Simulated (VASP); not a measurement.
Wanted: the native input for a VASP 6.6.1 run.

```
Task                   : single point
Functional             : PBE
Potentials or basis    : VASP PAW PBE potentials, release 64 (B, N)
Cutoff                 : 520 eV
k mesh                 : 12 × 12 × 12
Occupations            : gaussian, width 0.05 eV
Spin                   : no spin polarisation
Dipole correction      : no
Further INCAR settings : ALGO = Normal; EDIFF = 1e-06; NBANDS = 11
```

The structure of BN lies in POSCAR:

```
BN
1.0
    0.0000000000      1.7060992614      2.0473191137
    1.7060992614      0.0000000000      2.0473191137
    1.7060992614      1.7060992614      0.0000000000
B N
1 1
Direct
    0.0000000000      0.0000000000      0.0000000000
    0.7500000000      0.7500000000      0.7500000000
```

This cell differs from its parent crystal: ratio of the length along z to the lengths across it x 1.2, volume and fractional coordinates fixed.

These files were run (other wordings do the same):

INCAR

```
SYSTEM = BN
PREC = Accurate
ENCUT = 520
EDIFF = 1E-6
ISMEAR = 0
SIGMA = 0.05
LREAL = .False.
LASPH = .True.
NELM = 80
ALGO = Normal
ISIF = 2
LWAVE = .False.
LCHARG = .False.
GGA = PE
NBANDS = 11
```

KPOINTS

```
regular mesh
0
Gamma
  12 12 12
  0 0 0
```

Potentials or basis: VASP PAW PBE potentials, release 64 (B, N).

The run is started by

```console
$ cat potpaw_PBE.64/B/POTCAR potpaw_PBE.64/N/POTCAR > POTCAR
$ mpirun -np 1 vasp_std > vasp.out
```

It gave:

```yaml
Pressure: 0.2 GPa
Band_gap_on_the_k_mesh: 2.78 eV, indirect (least direct gap 6.94 eV)
```

Wall time 6.8 s on 1 thread of Intel(R) Xeon(R) 6975P-C (Granite Rapids), with other jobs on the host, peak memory 0.13 GiB.
